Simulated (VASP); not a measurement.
Set up this calculation in VASP 6.6.1, as the native input.

* Task: single point
* Functional: LDA
* Potentials or basis: VASP PAW LDA potentials, release 64 (Al, Pt)
* Cutoff: 520 eV
* k mesh: 12 × 12 × 12
* Occupations: fermi-dirac, width 0.05 eV
* Spin: no spin polarisation
* Dipole correction: no
* Further INCAR settings: ALGO = Normal; EDIFF = 1e-06; NBANDS = 14

The structure of AlPt lies in POSCAR:

```
AlPt
1.0
    2.5329693968      0.0000000000      0.0000000000
    0.0000000000      2.5329693968      0.0000000000
    0.0000000000      0.0000000000      2.5329693968
Al Pt
1 1
Direct
    0.0000000000      0.0000000000      0.0000000000
    0.5000000000      0.5000000000      0.5000000000
```

This cell differs from its parent crystal: volume scaled by 0.55.

The input as run:

INCAR

```
ALGO     = Normal         # electronic algorithm
EDIFF    = 1E-6           # SCF threshold, eV
ENCUT    = 520            # plane-wave cutoff, eV
GGA      = CA             # functional
ISIF     = 2              # what is computed and relaxed
ISMEAR   = -1             # smearing method
LASPH    = T              # aspherical terms in the spheres
LCHARG   = F              # write CHGCAR
LREAL    = F              # projectors in reciprocal space
LWAVE    = F              # write WAVECAR
NBANDS   = 14             # bands
NELM     = 100            # most SCF steps
PREC     = Accurate       # precision mode
SIGMA    = 0.05           # smearing width, eV
```

KPOINTS

```
k-points
0
Gamma
  12 12 12
```

Potentials or basis: VASP PAW LDA potentials, release 64 (Al, Pt).

Launch:

```sh
$ cat potpaw_LDA.64/Al/POTCAR potpaw_LDA.64/Pt/POTCAR > POTCAR
$ mpirun -np 1 vasp_std > vasp.out
```

It gave:

The pressure is 412.0 GPa.

It took 11 s on 1 thread of AMD EPYC 7R13 Processor (Zen 3) (shared host), peak memory 0.1 GiB.
